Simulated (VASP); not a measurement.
# ZnSe (e600) (F-43m) in VASP: single point with PBEsol

Aim: the single point of ZnSe (e600) with PBEsol.

Program: VASP 6.6.1. These are calculated values, not measurements. Logs are shortened: lines on timing, memory, paths and dates and some standing lists are left out, and cuts for length are marked.

## Step 1: The cell of the first run

The structure is cubic, space group F-43m (No. 216). Conventional cell: a = 5.577 Å, b = 5.577 Å, c = 5.577 Å, α = 90.00°, β = 90.00°, γ = 90.00°. Within 3.2 Å of Zn (site symmetry -43m) lie 4 Se at 2.41 Å. Se (site symmetry -43m) has 4 Zn at 2.41 Å within 3.2 Å.

## Step 2: Single point, PBEsol (strained cell)

INCAR

```
PREC = Accurate
ENCUT = 500
EDIFF = 1E-6
ISMEAR = 0
SIGMA = 0.02
LREAL = False
LASPH = True
NELM = 120
ALGO = Normal
ISIF = 2
LWAVE = False
LCHARG = False
GGA = PS
NBANDS = 16
GGA_COMPAT = False
```

KPOINTS

```
regular mesh
0
Gamma
  8 8 8
```

POSCAR

```
ZnSe
1.0
    0.0000000000      2.7885351452      2.7885351452
    2.7885351452      0.0000000000      2.7885351452
    2.7885351452      2.7885351452      0.0000000000
Zn Se
1 1
Direct
    0.0000000000      0.0000000000      0.0000000000
    0.2500000000      0.2500000000      0.2500000000
```

Potentials or basis: VASP PAW PBE potentials, release 64 (Zn, Se).

Run with:

```console
cat potpaw_PBE.64/Zn/POTCAR potpaw_PBE.64/Se/POTCAR > POTCAR
mpirun -np 1 vasp_std > vasp.out
```

OUTCAR:

```text
PREC = Accurate
   ENCUT = 500
   EDIFF = 1E-6
   ISMEAR = 0
   LREAL = False
   LASPH = True
   NELM = 120
   ISIF = 2
   GGA = PS

 ion  position               nearest neighbor table
   1  0.000  0.000  0.000-   2 2.41   2 2.41   2 2.41   2 2.41
   2  0.250  0.250  0.250-   1 2.41   1 2.41   1 2.41   1 2.41

  LATTYP: Found a face centered cubic cell.
 ALAT       =     5.5770702904

  Lattice vectors:

 A1 = (   0.0000000000,   2.7885351452,   2.7885351452)
 A2 = (   2.7885351452,   0.0000000000,   2.7885351452)
 A3 = (   2.7885351452,   2.7885351452,   0.0000000000)

Analysis of symmetry for initial positions (statically):
=====================================================================
 Subroutine PRICEL returns:
 Original cell was already a primitive cell.

 Routine SETGRP: Setting up the symmetry group for a
 face centered cubic supercell.

 Subroutine GETGRP returns: Found 24 space group operations
 (whereof 24 operations were pure point group operations)
 out of a pool of 48 trial point group operations.

The static configuration has the point symmetry T_d .

Analysis of symmetry for dynamics (positions and initial velocities):
=====================================================================
 Subroutine PRICEL returns:
 Original cell was already a primitive cell.

 Routine SETGRP: Setting up the symmetry group for a
 face centered cubic supercell.

 Subroutine GETGRP returns: Found 24 space group operations
 (whereof 24 operations were pure point group operations)
 out of a pool of 48 trial point group operations.

The dynamic configuration has the point symmetry T_d .

 Subroutine INISYM returns: Found 24 space group operations
 (whereof 24 operations are pure point group operations),
 and found     1 'primitive' translations

----------------------------------------------------------------------------------------

                                     Primitive cell

  volume of cell :      43.3669

  direct lattice vectors                    reciprocal lattice vectors
     0.000000000  2.788535145  2.788535145    -0.179305612  0.179305612  0.179305612
     2.788535145  0.000000000  2.788535145     0.179305612 -0.179305612  0.179305612
     2.788535145  2.788535145  0.000000000     0.179305612  0.179305612 -0.179305612

  length of vectors
     3.943584221  3.943584221  3.943584221     0.310566430  0.310566430  0.310566430

  position of ions in fractional coordinates (direct lattice)
     0.000000000  0.000000000  0.000000000
     0.250000000  0.250000000  0.250000000

  ion indices of the primitive-cell ions
   primitive index   ion index
                 1           1
                 2           2

----------------------------------------------------------------------------------------

 KPOINTS: regular mesh

Automatic generation of k-mesh.
 Grid dimensions read from file:
 generate k-points for:    8    8    8

 Generating k-lattice:

  Cartesian coordinates                     Fractional coordinates (reciprocal lattice)
    -0.022413201  0.022413201  0.022413201     0.125000000  0.000000000  0.000000000
     0.022413201 -0.022413201  0.022413201     0.000000000  0.125000000  0.000000000
     0.022413201  0.022413201 -0.022413201     0.000000000  0.000000000  0.125000000

  Length of vectors
     0.038820804  0.038820804  0.038820804

  Shift w.r.t. Gamma in fractional coordinates (k-lattice)
     0.000000000  0.000000000  0.000000000

 Subroutine IBZKPT returns following result:
 ===========================================

 Found     29 irreducible k-points:

 Following reciprocal coordinates:
            Coordinates               Weight
  0.000000  0.000000  0.000000      1.000000
  0.125000  0.000000  0.000000      8.000000
  0.250000  0.000000  0.000000      8.000000
  0.375000  0.000000  0.000000      8.000000
  0.500000  0.000000  0.000000      4.000000
  0.125000  0.125000  0.000000      6.000000
[... 16 lines left out ...]
  0.500000  0.250000  0.125000     48.000000
 -0.375000  0.250000  0.125000     24.000000
 [... further k-points ...]
   k-points           NKPTS =     29   k-points in BZ     NKDIM =     29   number of bands    NBANDS=     16
   number of dos      NEDOS =    301   number of ions     NIONS =      2
   total plane-waves  NPLWV =  27000
   dimension x,y,z NGX =    30 NGY =   30 NGZ =   30
   dimension x,y,z NGXF=    60 NGYF=   60 NGZF=   60
   ions per type =               1   1
   NGX,Y,Z   is equivalent  to a cutoff of  12.65, 12.65, 12.65 a.u.
   NGXF,Y,Z  is equivalent  to a cutoff of  25.29, 25.29, 25.29 a.u.
 SYSTEM =  unknown system
   PREC   = accura    normal or accurate (medium, high low for compatibility)
   ISTART =      0    job   : 0-new  1-cont  2-samecut
   ICHARG =      2    charge: 1-file 2-atom 10-const
   ISPIN  =      1    spin polarized calculation?
   LNONCOLLINEAR =      F non collinear calculations
   LSORBIT =      F    spin-orbit coupling
   LASPH  =      T    aspherical Exc in radial PAW
   ENCUT  =  500.0 eV  36.75 Ry    6.06 a.u.   7.19  7.19  7.19*2*pi/ulx,y,z
   NELM   =    120;   NELMIN=  2; NELMDL= -5     # of ELM steps
   EDIFF  = 0.1E-05   stopping-criterion for ELM
   LREAL  =      F    real-space projection
   EDIFFG = 0.1E-04   stopping-criterion for IOM
   NSW    =      0    number of steps for IOM
   IBRION =     -1    ionic relax: 0-MD 1-quasi-New 2-CG
   NFREE  =      0    steps in history (QN), initial steepest desc. (CG)
   ISIF   =      2    stress and relaxation
   ISYM   =      2    0-nonsym 1-usesym 2-fastsym
   POTIM  = 0.5000    time-step for ionic-motion
   TEBEG  =    0.0;   TEEND  =   0.0 temperature during run
   PSTRESS=    0.0 pullay stress
   NELECT =      18.0000    total number of electrons
   NUPDOWN=      -1.0000    fix difference up-down
   EMIN   =  10.00;   EMAX   =-10.00  energy-range for DOS
   EFERMI =   0.00;   METHOD = LEGACY
   ISMEAR =     0;   SIGMA  =   0.02  broadening in eV -4-tet -1-fermi 0-gaus
   EFERMI_NEDOS =   21; number of points for ismear=-14 and -15
   IALGO  =     38    algorithm
   IMIX   =      4    mixing-type and parameters
     AMIX     =   0.40;   BMIX     =  1.00
     AMIX_MAG =   1.60;   BMIX_MAG =  1.00
  volume/ion in A,a.u.               =      21.68       146.33
  Fermi-wavevector in a.u.,A,eV,Ry     =   1.221180  2.307695 20.290091  1.491280
  Thomas-Fermi vector in A             =   2.356371
   LORBIT       =      0    0 simple, 1 ext, 2 COOP (PROOUT), +10 PAW based schemes
   GGA     = PS    functional components
   LHFCALC =     F    Hartree Fock is set to
   AEXX    =    0.0000 exact exchange contribution
   IVDW    =     0    specifies the selected vdW correction
   LEPSILON=     F    determine dielectric tensor
   LRPA    =     F    only Hartree local field effects (RPA)
 non-spin polarized calculation
 Gauss-broadening in eV      SIGMA  =   0.02
  energy-cutoff  :      500.00
  volume of cell :       43.37
 maximum number of plane-waves:      1124
 NGX is ok and might be reduce to    30
   NGX = 15   NGY = 15   NGZ = 15

 number of electron      17.9999984 magnetization

 Free energy of the ion-electron system (eV)
  ---------------------------------------------------
  ext. energy  EPLUGINS =         0.00000000
  ---------------------------------------------------
  free energy    TOTEN  =        -6.76210970 eV

  energy without entropy =       -6.76210970  energy(sigma->0) =       -6.76210970

 E-fermi :   2.0644     XC(G=0):  -9.7478

 val. band max:        1.9142455635   @ k =   0.0000   0.0000   0.0000
 cond. band min:       3.2798522400   @ k =   0.0000   0.0000   0.0000
 fundamental gap:      1.3656066765
 Fermi energy:         2.0643981711

 k-point     1 :       0.0000    0.0000    0.0000
  band No.  band energies     occupation
      1     -11.6960      2.00000
      2      -4.8329      2.00000
      3      -4.8329      2.00000
      4      -4.8329      2.00000
      5      -4.4158      2.00000
      6      -4.4158      2.00000
[... 8 lines left out ...]
     15      13.4439      0.00000
     16      13.4439      0.00000

 k-point     2 :       0.1250    0.0000    0.0000
  band No.  band energies     occupation
      1     -11.5848      2.00000
      2      -4.8304      2.00000
      3      -4.8151      2.00000
      4      -4.8151      2.00000
      5      -4.4176      2.00000
      6      -4.4176      2.00000
[... 8 lines left out ...]
     15      12.5794      0.00000
     16      12.7212      0.00000

 k-point     3 :       0.2500    0.0000    0.0000
  band No.  band energies     occupation
      1     -11.2940      2.00000
      2      -4.7843      2.00000
      3      -4.7762      2.00000
      4      -4.7762      2.00000
      5      -4.4161      2.00000
      6      -4.4161      2.00000
[... 8 lines left out ...]
     15      12.3354      0.00000
     16      12.5247      0.00000

 k-point     4 :       0.3750    0.0000    0.0000
  band No.  band energies     occupation
      1     -10.9637      2.00000
      2      -4.7454      2.00000
      3      -4.7454      2.00000
      4      -4.5851      2.00000
      5      -4.4038      2.00000
      6      -4.4038      2.00000
[... 8 lines left out ...]
     15      13.5235      0.00000
     16      13.5235      0.00000
[... 324 lines left out ...]
 k-point    22 :       0.3750    0.2500    0.1250
  band No.  band energies     occupation
      1     -11.0654      2.00000
      2      -4.8060      2.00000
      3      -4.7207      2.00000
      4      -4.6958      2.00000
      5      -4.4342      2.00000
      6      -4.3878      2.00000
[... 8 lines left out ...]
     15      14.2726      0.00000
     16      15.4938      0.00000

 k-point    23 :       0.5000    0.2500    0.1250
  band No.  band energies     occupation
      1     -10.7885      2.00000
      2      -4.7357      2.00000
      3      -4.6944      2.00000
      4      -4.5641      2.00000
      5      -4.4035      2.00000
      6      -4.3515      2.00000
[... 8 lines left out ...]
     15      14.6248      0.00000
     16      15.6838      0.00000

 k-point    24 :      -0.3750    0.2500    0.1250
  band No.  band energies     occupation
      1     -10.6643      2.00000
      2      -4.7239      2.00000
      3      -4.6771      2.00000
      4      -4.4586      2.00000
      5      -4.4091      2.00000
      6      -4.1835      2.00000
[... 8 lines left out ...]
     15      14.7070      0.00000
     16      15.5996      0.00000

 [... further k-points ...]

------------------------ aborting loop because EDIFF is reached ----------------------------------------

  FORCE on cell =-STRESS in cart. coord.  units (eV):
  Direction    XX          YY          ZZ          XY          YZ          ZX
  --------------------------------------------------------------------------------------
  -------------------------------------------------------------------------------------
  Total        0.6481268      0.6481268      0.6481268      0.0000000      0.0000000     -0.0000000
  in kB       23.9448538     23.9448538     23.9448538      0.0000000      0.0000000     -0.0000000
  external PRESSURE =      23.9448538 kB  Pullay stress =       0.0000000 kB

 VOLUME and BASIS-vectors are now :
 -----------------------------------------------------------------------------
  energy-cutoff  :      500.00
  volume of cell :       43.37
      direct lattice vectors                 reciprocal lattice vectors
     0.000000000  2.788535145  2.788535145    -0.179305612  0.179305612  0.179305612
     2.788535145  0.000000000  2.788535145     0.179305612 -0.179305612  0.179305612
     2.788535145  2.788535145  0.000000000     0.179305612  0.179305612 -0.179305612

 POSITION                                       TOTAL-FORCE (eV/Angst)
 -----------------------------------------------------------------------------------
      0.00000      0.00000      0.00000         0.000000     -0.000000     -0.000000
      1.39427      1.39427      1.39427         0.000000      0.000000      0.000000
 -----------------------------------------------------------------------------------
    total drift:                                0.000000      0.000000      0.000000

  FREE ENERGIE OF THE ION-ELECTRON SYSTEM (eV)
  ---------------------------------------------------
  free  energy   TOTEN  =        -6.7621096959 eV

  energy  without entropy=       -6.7621096959  energy(sigma->0) =       -6.76210970
```

It took 12 s on 1 thread of Intel Xeon Platinum 8559C (Emerald Rapids), shared host; peak memory 0.17 GiB.

What came out:

| Property | Result |
| --- | --- |
| Free energy | -6.7621 eV |
| Pressure | 2.4 GPa |
| Band gap on the k mesh | 1.37 eV, direct |

Caveat: the cell differs from its parent crystal (strained cell); the PAW data sets were made with another functional, which shifts forces and pressure a little.
